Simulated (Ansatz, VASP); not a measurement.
# Two plane-wave programs on Ag

The input INCAR:

```
PREC = Accurate
ENCUT = 520
EDIFF = 1E-6
ISMEAR = 0
SIGMA = 0.15
LREAL = F
LASPH = T
NELM = 60
ALGO = Normal
ISIF = 2
LWAVE = F
LCHARG = T
GGA = PS
LELF = T
LVHAR = T
NBANDS = 12
```

Contents of KPOINTS:

```
Automatic mesh
0
Gamma
  20 20 20
```

The input POSCAR:

```
Ag
1.0
    0.0000000000      1.8132512500      2.0431000000
    1.8132512500      0.0000000000      2.0431000000
    1.8132512500      1.8132512500      0.0000000000
Ag
1
Direct
    0.0000000000      0.0000000000      0.0000000000
```

Input for Ansatz:

```yaml
crystal:
  lattice:
    - [0.0, 1.81325125, 2.0431]
    - [1.81325125, 0.0, 2.0431]
    - [1.81325125, 1.81325125, 0.0]
  atoms:
    - { symbol: Ag, position: [0.0, 0.0, 0.0] }
basis:
  ecutwfc: 420
kpoints:
  mp_grid: { grid: [20, 20, 20] }
hamiltonian:
  xc: pbesol
scf:
  occupations: { method: gaussian, width: 0.15 }
output:
  forces: true
  stress: true
  eigenvalues: true
```

Change from the starting cell: strain -0.1125 x Voigt [1, 1, 0, 0, 0, 0], atoms carried along.

Alike in both runs: task single point; functional PBEsol; k mesh 20 × 20 × 20; occupations gaussian, width 0.15 eV; no spin polarisation.

|  | VASP | Ansatz |
| --- | --- | --- |
| version | VASP 6.6.1 | Ansatz 0.2.0 |
| potentials or method | VASP PAW PBE potentials, release 64 (Ag), cutoff 520 eV | scalar-relativistic, plane waves, PAW |
| valence electrons in the cell | 11 | 19 |

```csv
,VASP,Ansatz,Ansatz less VASP
gap on the k mesh at the Fermi level (eV),none,none,-
pressure (GPa),47.4,48.1,+0.72
"traceless stress, the component that is largest in VASP (GPa)",-9.85,-9.98,-0.134
```

VASP's potentials were made for PBE, not for PBEsol. A gap of «none» marks a metal or a gap that the smearing closes. Both programs put the cell under a high pressure, so it lies far from rest at this level. VASP's potentials hold 11 valence electrons a cell and Ansatz's 19, so a difference there can come from the potentials and not from the codes.
